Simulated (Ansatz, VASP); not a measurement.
## TaN: VASP beside Ansatz

Contents of INCAR:

```
SYSTEM = TaN
ALGO     = Normal         ! electronic algorithm
EDIFF    = 1E-7           ! SCF threshold, eV
EDIFFG   = -0.01          ! ionic threshold
ENCUT    = 600            ! plane-wave cutoff, eV
GGA      = PE             ! functional
IBRION   = 2              ! ionic algorithm
ISIF     = 3              ! what is computed and relaxed
ISMEAR   = -1             ! smearing method
IVDW     = 13             ! dispersion correction
LASPH    = .TRUE.         ! aspherical terms in the spheres
LCHARG   = .FALSE.        ! write CHGCAR
LREAL    = .FALSE.        ! projectors in reciprocal space
LWAVE    = .FALSE.        ! write WAVECAR
NELM     = 80             ! most SCF steps
NSW      = 60             ! ionic steps
PREC     = Accurate       ! precision mode
SIGMA    = 0.05           ! smearing width, eV
```

KPOINTS

```
k-points
0
G
  6 6 9
  0 0 0
```

File POSCAR:

```
TaN
1.0
    5.1850002000      0.0000000000      0.0000000000
   -2.5925001000      4.4903418900      0.0000000000
    0.0000000000      0.0000000000      2.9080005300
Ta N
3 3
Direct
    0.0000000000      0.0000000000      0.0000000000
    0.3333333333      0.6666666667      0.5000000000
    0.6666666667      0.3333333333      0.5000000000
    0.5000000000      0.0000000000      0.0000000000
    0.5000000000      0.5000000000      0.0000000000
    0.0000000000      0.5000000000      0.0000000000
```

The input input.yaml:

```yaml
crystal:
  lattice:
    - [5.1850002, 0.0, 0.0]
    - [-2.5925001, 4.49034189, 0.0]
    - [0.0, 0.0, 2.90800053]
  atoms:
    - { symbol: Ta, position: [0.0, 0.0, 0.0] }
    - { symbol: Ta, position: [0.3333333333, 0.6666666667, 0.5] }
    - { symbol: Ta, position: [0.6666666667, 0.3333333333, 0.5] }
    - { symbol: "N", position: [0.5, 0.0, 0.0] }
    - { symbol: "N", position: [0.5, 0.5, 0.0] }
    - { symbol: "N", position: [0.0, 0.5, 0.0] }
hamiltonian:
  xc: pbe
  pseudopotentials: { kind: paw }
  dispersion: d4
kpoints:
  mp_grid: { grid: [6, 6, 9] }
scf:
  occupations: { method: fermi_dirac, width: 0.05 }
output:
  forces: true
  stress: true
  eigenvalues: true
relax:
  f_tol: 0.01
  max_steps: 40
  cell: { stress_tol: 0.05 }
```

Alike in both runs: task relaxation of cell and atoms; functional PBE; dispersion D4; k mesh 6 × 6 × 9; occupations fermi-dirac, width 0.05 eV; no spin polarisation.

|  | VASP | Ansatz |
| --- | --- | --- |
| version | VASP 6.6.1 | Ansatz 0.2.0 |
| potentials or method | VASP PAW PBE potentials, release 64 (Ta_pv, N) | Ansatz PAW |
| plane-wave cutoff (eV) | 600 | 420 |
| valence electrons in the cell | 48 | 54 |

Ansatz gave:

| Item | Value |
| --- | --- |
| gap on the k mesh at the Fermi level, each at its own relaxed structure (eV) | none |
| relaxed volume (Å³/atom) | 11.50 |
| relaxed cell length with the largest relative difference (Å) | 5.222 |

Q: Estimate VASP's values.

A: gap on the k mesh at the Fermi level, each at its own relaxed structure (eV): none; relaxed volume (Å³/atom): 11.52; relaxed cell length with the largest relative difference (Å): 5.225.

A gap of «none» marks a metal or a gap that the smearing closes. VASP's potentials hold 48 valence electrons a cell and Ansatz's 54, so a difference there can come from the potentials and not from the codes.

Spin-orbit coupling is off throughout. Noted on Ansatz's run: the plane-wave basis is chosen anew once the cell has moved, so the energies of steps on either side of that aren't comparable.
